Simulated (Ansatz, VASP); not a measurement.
TiB2: VASP beside Ansatz

```
Ti B
1.0
     3.88509    0.00000    0.00000
    -1.94255    3.36459    0.00000
     0.00000    0.00000    4.30659
Ti B
2 4
Direct
  0.33333 0.66667 0.25000
  0.66667 0.33333 0.75000
  0.00000 0.00000 0.00000
  0.00000 0.00000 0.50000
  0.66667 0.33333 0.25000
  0.33333 0.66667 0.75000
```

Alike in both runs: functional PBE; k mesh 12 × 12 × 10; occupations gaussian, width 0.1 eV; no spin polarisation.

Ansatz relaxed the structure, and its values are those at the end. VASP's run is a single point on that final structure, the one shown.

|  | VASP | Ansatz |
| --- | --- | --- |
| version | VASP 6.6.1 | Ansatz 0.2.0 |
| potentials or method | VASP PAW PBE potentials, release 64 (Ti_sv, B), cutoff 520 eV | scalar-relativistic, plane waves, PAW |
| valence electrons in the cell | 36 | 36 |

```tsv
	VASP	Ansatz	Ansatz less VASP
gap on the k mesh at the Fermi level (eV)	none	none	-
pressure (GPa)	0.0	0.0	+0.03
```

A gap of «none» marks a metal or a gap that the smearing closes.
